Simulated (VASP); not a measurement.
# Zn2SbO3 (Pmmm) in VASP: notebook

Zn2SbO3 is run at these levels: PBE; tasks: single point.

Everything below comes from runs of VASP 6.6.1. Logs are shortened: lines on timing, memory, paths and dates and some standing lists are left out, and cuts for length are marked.

## 1. The cell of the first run

It takes space group Pmmm (No. 47, orthorhombic). Conventional cell: a = 3.412 Å, b = 4.316 Å, c = 6.342 Å, α = 90.00°, β = 90.00°, γ = 90.00°. Zn (site symmetry m2m) has 1 O at 1.20 Å within 1.6 Å. Within 2.3 Å of Sb (site symmetry mmm) lie 2 O at 1.71 Å and 4 Zn at 2.09 Å. Within 3.0 Å of O (site symmetry mm2) lie 4 Zn at 2.29 Å and 5 O at 2.39 to 3.00 Å and 2 Sb at 2.47 Å. O (site symmetry mmm) has 2 Zn at 1.20 Å within 1.6 Å.

The cell was built from a structure type or drawn by symmetry, and may not be a known phase.

## 2. Single point, PBE

Contents of INCAR:

```
ALGO = Normal
EDIFF = 1E-6
ENCUT = 600
GGA = PE
GGA_COMPAT = F
ISIF = 2
ISMEAR = 0
LASPH = T
LCHARG = T
LELF = T
LREAL = F
LVHAR = T
LWAVE = F
NBANDS = 38
NELM = 120
PREC = Accurate
SIGMA = 0.1
```

Contents of KPOINTS:

```
k-points
0
Gamma
  6 4 4
```

Contents of POSCAR:

```
Zn2SbO3
1.0
    3.4116157300      0.0000000000      0.0000000000
    0.0000000000      4.3163164300      0.0000000000
    0.0000000000      0.0000000000      6.3417658200
Zn Sb O
2 1 3
Direct
    0.5000000000      0.7208384200      0.5000000000
    0.5000000000      0.2791615800      0.5000000000
    0.0000000000      0.0000000000      0.5000000000
    0.0000000000      0.5000000000      0.6886236400
    0.0000000000      0.5000000000      0.3113763600
    0.5000000000      0.0000000000      0.5000000000
```

Potentials or basis: VASP PAW PBE potentials, release 64 (Zn, Sb_d_GW, O).

Run with:

```sh
$ cat potpaw_PBE.64/Zn/POTCAR potpaw_PBE.64/Sb_d_GW/POTCAR potpaw_PBE.64/O/POTCAR > POTCAR
$ mpirun -np 1 vasp_std > vasp.out
```

OUTCAR:

```text
EDIFF = 1E-6
   ENCUT = 600
   GGA = PE
   ISIF = 2
   ISMEAR = 0
   LASPH = T
   LREAL = F
   NELM = 120
   PREC = Accurate

 ion  position               nearest neighbor table
   1  0.500  0.721  0.500-   6 1.20   2 1.91   3 2.09   3 2.09   4 2.29   5 2.29   4 2.29   5 2.29
                             2 2.41
   2  0.500  0.279  0.500-   6 1.20   1 1.91   3 2.09   3 2.09   4 2.29   5 2.29   4 2.29   5 2.29
                             1 2.41
   3  0.000  0.000  0.500-   6 1.71   6 1.71   1 2.09   1 2.09   2 2.09   2 2.09   5 2.47   5 2.47
                             4 2.47   4 2.47
   4  0.000  0.500  0.689-   1 2.29   2 2.29   1 2.29   2 2.29   3 2.47   3 2.47
   5  0.000  0.500  0.311-   1 2.29   2 2.29   1 2.29   2 2.29   3 2.47   3 2.47
   6  0.500  0.000  0.500-   1 1.20   2 1.20   3 1.71   3 1.71

 -----------------------------------------------------------------------------
|                                                                             |
|           W    W    AA    RRRRR   N    N  II  N    N   GGGG   !!!           |
|           W    W   A  A   R    R  NN   N  II  NN   N  G    G  !!!           |
|           W    W  A    A  R    R  N N  N  II  N N  N  G       !!!           |
|           W WW W  AAAAAA  RRRRR   N  N N  II  N  N N  G  GGG   !            |
|           WW  WW  A    A  R   R   N   NN  II  N   NN  G    G                |
|           W    W  A    A  R    R  N    N  II  N    N   GGGG   !!!           |
|                                                                             |
|     The distance between some ions is very small. Please check the          |
|     nearest-neighbor list in the OUTCAR file.                               |
|     I HOPE YOU KNOW WHAT YOU ARE DOING!                                     |
|                                                                             |
 -----------------------------------------------------------------------------

  LATTYP: Found a simple orthorhombic cell.
 ALAT       =     3.4116157300
 B/A-ratio  =     1.2651824741
 C/A-ratio  =     1.8588745984

  Lattice vectors:

 A1 = (   3.4116157300,   0.0000000000,   0.0000000000)
 A2 = (   0.0000000000,   4.3163164300,   0.0000000000)
 A3 = (   0.0000000000,   0.0000000000,   6.3417658200)

Analysis of symmetry for initial positions (statically):
=====================================================================
 Subroutine PRICEL returns:
 Original cell was already a primitive cell.

 Routine SETGRP: Setting up the symmetry group for a
 simple orthorhombic supercell.

 Subroutine GETGRP returns: Found  8 space group operations
 (whereof  8 operations were pure point group operations)
 out of a pool of  8 trial point group operations.

The static configuration has the point symmetry D_2h.

Analysis of symmetry for dynamics (positions and initial velocities):
=====================================================================
 Subroutine PRICEL returns:
 Original cell was already a primitive cell.

 Routine SETGRP: Setting up the symmetry group for a
 simple orthorhombic supercell.

 Subroutine GETGRP returns: Found  8 space group operations
 (whereof  8 operations were pure point group operations)
 out of a pool of  8 trial point group operations.

The dynamic configuration has the point symmetry D_2h.

 Subroutine INISYM returns: Found  8 space group operations
 (whereof  8 operations are pure point group operations),
 and found     1 'primitive' translations

----------------------------------------------------------------------------------------

                                     Primitive cell

  volume of cell :      93.3864

  direct lattice vectors                    reciprocal lattice vectors
     3.411615730  0.000000000  0.000000000     0.293116247  0.000000000  0.000000000
     0.000000000  4.316316430  0.000000000     0.000000000  0.231679029  0.000000000
     0.000000000  0.000000000  6.341765820     0.000000000  0.000000000  0.157684788

  length of vectors
     3.411615730  4.316316430  6.341765820     0.293116247  0.231679029  0.157684788

  position of ions in fractional coordinates (direct lattice)
     0.500000000  0.720838420  0.500000000
     0.500000000  0.279161580  0.500000000
     0.000000000  0.000000000  0.500000000
     0.000000000  0.500000000  0.688623640
     0.000000000  0.500000000  0.311376360
     0.500000000  0.000000000  0.500000000

  ion indices of the primitive-cell ions
   primitive index   ion index
                 1           1
                 2           2
                 3           3
                 4           4
                 5           5
                 6           6

----------------------------------------------------------------------------------------

 KPOINTS: k-points

Automatic generation of k-mesh.
 Grid dimensions read from file:
 generate k-points for:    6    4    4

 Generating k-lattice:

  Cartesian coordinates                     Fractional coordinates (reciprocal lattice)
     0.048852708  0.000000000  0.000000000     0.166666667  0.000000000  0.000000000
     0.000000000  0.057919757  0.000000000     0.000000000  0.250000000  0.000000000
     0.000000000  0.000000000  0.039421197     0.000000000  0.000000000  0.250000000

  Length of vectors
     0.048852708  0.057919757  0.039421197

  Shift w.r.t. Gamma in fractional coordinates (k-lattice)
     0.000000000  0.000000000  0.000000000

 Subroutine IBZKPT returns following result:
 ===========================================

 Found     36 irreducible k-points:

 Following reciprocal coordinates:
            Coordinates               Weight
  0.000000  0.000000  0.000000      1.000000
  0.166667  0.000000  0.000000      2.000000
  0.333333  0.000000  0.000000      2.000000
  0.500000  0.000000  0.000000      1.000000
  0.000000  0.250000  0.000000      2.000000
  0.166667  0.250000  0.000000      4.000000
[... 16 lines left out ...]
  0.333333  0.500000  0.250000      4.000000
  0.500000  0.500000  0.250000      2.000000
 [... further k-points ...]
   k-points           NKPTS =     36   k-points in BZ     NKDIM =     36   number of bands    NBANDS=     38
   number of dos      NEDOS =    301   number of ions     NIONS =      6
   total plane-waves  NPLWV =  54432
   dimension x,y,z NGX =    28 NGY =   36 NGZ =   54
   dimension x,y,z NGXF=    56 NGYF=   72 NGZF=  108
   ions per type =               2   1   3
   NGX,Y,Z   is equivalent  to a cutoff of  13.64, 13.87, 14.16 a.u.
   NGXF,Y,Z  is equivalent  to a cutoff of  27.29, 27.73, 28.31 a.u.
 SYSTEM =  unknown system
   PREC   = accura    normal or accurate (medium, high low for compatibility)
   ISTART =      0    job   : 0-new  1-cont  2-samecut
   ICHARG =      2    charge: 1-file 2-atom 10-const
   ISPIN  =      1    spin polarized calculation?
   LNONCOLLINEAR =      F non collinear calculations
   LSORBIT =      F    spin-orbit coupling
   LASPH  =      T    aspherical Exc in radial PAW
   ENCUT  =  600.0 eV  44.10 Ry    6.64 a.u.   6.81  8.62 12.67*2*pi/ulx,y,z
   NELM   =    120;   NELMIN=  2; NELMDL= -5     # of ELM steps
   EDIFF  = 0.1E-05   stopping-criterion for ELM
   LREAL  =      F    real-space projection
   EDIFFG = 0.1E-04   stopping-criterion for IOM
   NSW    =      0    number of steps for IOM
   IBRION =     -1    ionic relax: 0-MD 1-quasi-New 2-CG
   NFREE  =      0    steps in history (QN), initial steepest desc. (CG)
   ISIF   =      2    stress and relaxation
   ISYM   =      2    0-nonsym 1-usesym 2-fastsym
   POTIM  = 0.5000    time-step for ionic-motion
   TEBEG  =    0.0;   TEEND  =   0.0 temperature during run
   PSTRESS=    0.0 pullay stress
   NELECT =      57.0000    total number of electrons
   NUPDOWN=      -1.0000    fix difference up-down
   EMIN   =  10.00;   EMAX   =-10.00  energy-range for DOS
   EFERMI =   0.00;   METHOD = LEGACY
   ISMEAR =     0;   SIGMA  =   0.10  broadening in eV -4-tet -1-fermi 0-gaus
   EFERMI_NEDOS =   21; number of points for ismear=-14 and -15
   IALGO  =     38    algorithm
   IMIX   =      4    mixing-type and parameters
     AMIX     =   0.40;   BMIX     =  1.00
     AMIX_MAG =   1.60;   BMIX_MAG =  1.00
  volume/ion in A,a.u.               =      15.56       105.03
  Fermi-wavevector in a.u.,A,eV,Ry     =   1.388690  2.624243 26.238284  1.928459
  Thomas-Fermi vector in A             =   2.512792
   LORBIT       =      0    0 simple, 1 ext, 2 COOP (PROOUT), +10 PAW based schemes
   GGA     = PE    functional components
   LHFCALC =     F    Hartree Fock is set to
   AEXX    =    0.0000 exact exchange contribution
   IVDW    =     0    specifies the selected vdW correction
   LEPSILON=     F    determine dielectric tensor
   LRPA    =     F    only Hartree local field effects (RPA)
 non-spin polarized calculation
 Gauss-broadening in eV      SIGMA  =   0.10
  energy-cutoff  :      600.00
  volume of cell :       93.39
 maximum number of plane-waves:      3144
 NGX is ok and might be reduce to    28
   NGX = 13   NGY = 17   NGZ = 25

 number of electron      56.9999993 magnetization

 Free energy of the ion-electron system (eV)
  ---------------------------------------------------
  ext. energy  EPLUGINS =         0.00000000
  ---------------------------------------------------
  free energy    TOTEN  =        26.03939227 eV

  energy without entropy =       26.05658604  energy(sigma->0) =       26.04798916

 E-fermi :   3.4708     XC(G=0):  -8.8843

 val. band max:        3.4678741450   @ k =   0.3333   0.5000   0.5000
 cond. band min:       3.4714011474   @ k =   0.3333   0.2500   0.5000
 fundamental gap:      0.0035270024
 Fermi energy:         3.4707971055

 k-point     1 :       0.0000    0.0000    0.0000
  band No.  band energies     occupation
      1     -32.0347      2.00000
      2     -29.1219      2.00000
      3     -28.5030      2.00000
      4     -27.9741      2.00000
      5     -27.8931      2.00000
      6     -24.6197      2.00000
[... 30 lines left out ...]
     37      12.2116      0.00000
     38      13.3157      0.00000
[... 941 lines left out ...]
     37      12.0461      0.00000
     38      13.6055      0.00000

 [... further k-points ...]

------------------------ aborting loop because EDIFF is reached ----------------------------------------

  FORCE on cell =-STRESS in cart. coord.  units (eV):
  Direction    XX          YY          ZZ          XY          YZ          ZX
  --------------------------------------------------------------------------------------
  -------------------------------------------------------------------------------------
  Total      116.1416587    242.4754288      2.3634829      0.0000000      0.0000000      0.0000000
  in kB     1992.5765821   4160.0134421     40.5489366      0.0000000      0.0000000      0.0000000
  external PRESSURE =    2064.3796536 kB  Pullay stress =       0.0000000 kB

 VOLUME and BASIS-vectors are now :
 -----------------------------------------------------------------------------
  energy-cutoff  :      600.00
  volume of cell :       93.39
      direct lattice vectors                 reciprocal lattice vectors
     3.411615730  0.000000000  0.000000000     0.293116247  0.000000000  0.000000000
     0.000000000  4.316316430  0.000000000     0.000000000  0.231679029  0.000000000
     0.000000000  0.000000000  6.341765820     0.000000000  0.000000000  0.157684788

 POSITION                                       TOTAL-FORCE (eV/Angst)
 -----------------------------------------------------------------------------------
      1.70581      3.11137      3.17088        -0.000000    -83.902108     -0.000000
      1.70581      1.20495      3.17088         0.000000     83.902108      0.000000
      0.00000      0.00000      3.17088         0.000000      0.000000      0.000000
      0.00000      2.15816      4.36709         0.000000      0.000000      1.004372
      0.00000      2.15816      1.97468         0.000000      0.000000     -1.004372
      1.70581      0.00000      3.17088         0.000000      0.000000      0.000000
 -----------------------------------------------------------------------------------
    total drift:                                0.000000      0.000000      0.000000

  FREE ENERGIE OF THE ION-ELECTRON SYSTEM (eV)
  ---------------------------------------------------
  free  energy   TOTEN  =        26.0393922710 eV

  energy  without entropy=       26.0565860437  energy(sigma->0) =       26.04798916
```

Run time: 3.6 min. Hardware: 1 thread of Intel Xeon Platinum 8488C (Sapphire Rapids), shared host; peak memory 0.33 GiB.

Results:

```
Free energy            : 26.0394 eV
Pressure               : 206.4 GPa
Largest force          : 83.902 eV/Å
Band gap on the k mesh : zero (an odd number of electrons rules out a gap without spin polarisation)
```

Forces on the atoms (eV/Å):
```
Zn    0.000 -83.902   0.000
Zn    0.000  83.902   0.000
Sb    0.000   0.000   0.000
O     0.000   0.000   1.004
O     0.000   0.000  -1.004
O     0.000   0.000   0.000
```

Caveat: the k points lie up to 0.36 Å⁻¹ apart, too coarse for converged energies and pressures of a metal; atoms lie so close that the PAW spheres overlap strongly, which falsifies energies and pressures; spin-orbit coupling is left out, which moves the levels of the heavy elements; an odd number of electrons without spin polarisation forces a metal; a magnetic or distorted state may lie lower.

## 3. Single point, PBE

This run uses another cell than the first one, of 18.00 Å³/atom.

Contents of INCAR:

```
SYSTEM = Zn2SbO3
PREC = Accurate
ENCUT = 600
EDIFF = 1E-6
ISMEAR = 0
SIGMA = 0.1
LREAL = .FALSE.
LASPH = .TRUE.
NELM = 120
ALGO = Normal
ISIF = 2
LWAVE = .FALSE.
LCHARG = .TRUE.
GGA = PE
LELF = .TRUE.
LVHAR = .TRUE.
NBANDS = 38
GGA_COMPAT = .FALSE.
```

Contents of KPOINTS:

```
Automatic mesh
0
G
  6 4 4
  0 0 0
```

Contents of POSCAR:

```
Zn2SbO3
1.0
    3.5228216915      0.0000000000      0.0000000000
    0.0000000000      5.0443502158      0.0000000000
    0.0000000000      0.0000000000      6.0784880198
Zn Sb O
2 1 3
Direct
    0.5000000000      0.5000000000      0.6884715490
    0.5000000000      0.5000000000      0.3115284510
    0.5000000000      0.0000000000      0.0000000000
    0.6880021130      0.0000000000      0.5000000000
    0.3119978870      0.0000000000      0.5000000000
    0.5000000000      0.5000000000      0.0000000000
```

Potentials or basis: VASP PAW PBE potentials, release 64 (Zn, Sb_d_GW, O).

Run with:

```sh
$ cat potpaw_PBE.64/Zn/POTCAR potpaw_PBE.64/Sb_d_GW/POTCAR potpaw_PBE.64/O/POTCAR > POTCAR
$ mpirun -np 1 vasp_std > vasp.out
```

Run time: 94 s. Hardware: 1 thread of AMD EPYC 9R45 (Zen 5), shared host; peak memory 0.32 GiB.

Results (log left out):

```
Free energy            : -20.6033 eV
Pressure               : 0.3 GPa
Largest force          : 0.464 eV/Å
Band gap on the k mesh : zero (an odd number of electrons rules out a gap without spin polarisation)
```

Forces in eV/Å, atoms in the order of the input:
```
Zn   0.000  0.000 -0.089
Zn   0.000  0.000  0.089
Sb   0.000  0.000  0.000
O    0.464  0.000  0.000
O   -0.464  0.000  0.000
O    0.000  0.000  0.000
```

Stress tensor (GPa, compression positive):
```
 0.47  0.00  0.00
 0.00 -0.09  0.00
 0.00  0.00  0.62
```

Levels at points of the mesh, in eV from the Fermi level:
```
           k point  band 25  band 26  band 27  band 28  band 29  band 30  band 31  band 32  band 33  band 34
(0.00, 0.00, 0.00)    -3.59    -2.76     0.22     0.28     0.39     2.42     3.09     3.78     4.09     5.42
(0.50, 0.00, 0.00)    -4.28    -1.90    -1.59    -1.07    -0.81     1.25     1.73     3.46     3.51     5.16
(0.00, 0.50, 0.00)    -2.68    -2.55    -0.24     0.19     0.25     0.26     2.74     2.80     3.66     6.79
(0.50, 0.50, 0.00)    -2.53    -2.41    -1.20    -1.19    -0.94     0.64     1.43     2.44     3.46     4.58
(0.00, 0.00, 0.50)    -2.68    -2.55    -0.16     0.14     0.28     1.08     2.30     3.29     3.63     6.96
(0.50, 0.00, 0.50)    -4.15    -1.93    -1.43    -0.81    -0.27     0.71     0.90     3.24     3.37     4.85
(0.00, 0.50, 0.50)    -2.59    -1.58    -1.52    -1.31     0.14     0.17     2.72     3.00     5.15     6.66
(0.50, 0.50, 0.50)    -2.85    -2.29    -1.47    -0.53    -0.35    -0.34     0.20     1.94     3.91     4.34
```

Caveat: spin-orbit coupling is left out, which moves the levels of the heavy elements; an odd number of electrons without spin polarisation forces a metal; a magnetic or distorted state may lie lower.
